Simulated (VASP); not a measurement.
The system is SnO.

```
Sn O
1.0
     3.67881    0.00000    0.00000
     0.00000    3.67881    0.00000
     0.00000    0.00000    4.86168
Sn O
2 2
Cartesian
  0.0000 1.8394 1.1854
  1.8394 0.0000 3.6762
  1.8394 1.8394 0.0000
  0.0000 0.0000 0.0000
```

This cell differs from its parent crystal: epitaxial xy strain -3.0%.

Base run:

```yaml
Program: VASP 6.6.1
Functional: r2SCAN
Potentials_or_basis: VASP PAW PBE potentials, release 64 (Sn_d, O)
Cutoff: 520 eV
k_mesh: 6 × 6 × 6
Occupations: fermi-dirac, width 0.02 eV
Spin: no spin polarisation
```

Its results: band gap on the k mesh zero (band 20 reaches 8.40 eV, above the bottom of band 21 at 7.88 eV); pressure 6.3 GPa; largest force 0.139 eV/Å.

Problem. The run is repeated on the same cell with these changes: functional from r2SCAN to PBE. What comes out?

Solution. Band gap on the k mesh zero (band 20 reaches 8.38 eV, above the bottom of band 21 at 7.80 eV); pressure 10.2 GPa; largest force 0.638 eV/Å.

Caveats: spin-orbit coupling is left out, which moves the levels of the heavy elements; the PAW data sets were made with another functional, which shifts forces and pressure a little (some runs).
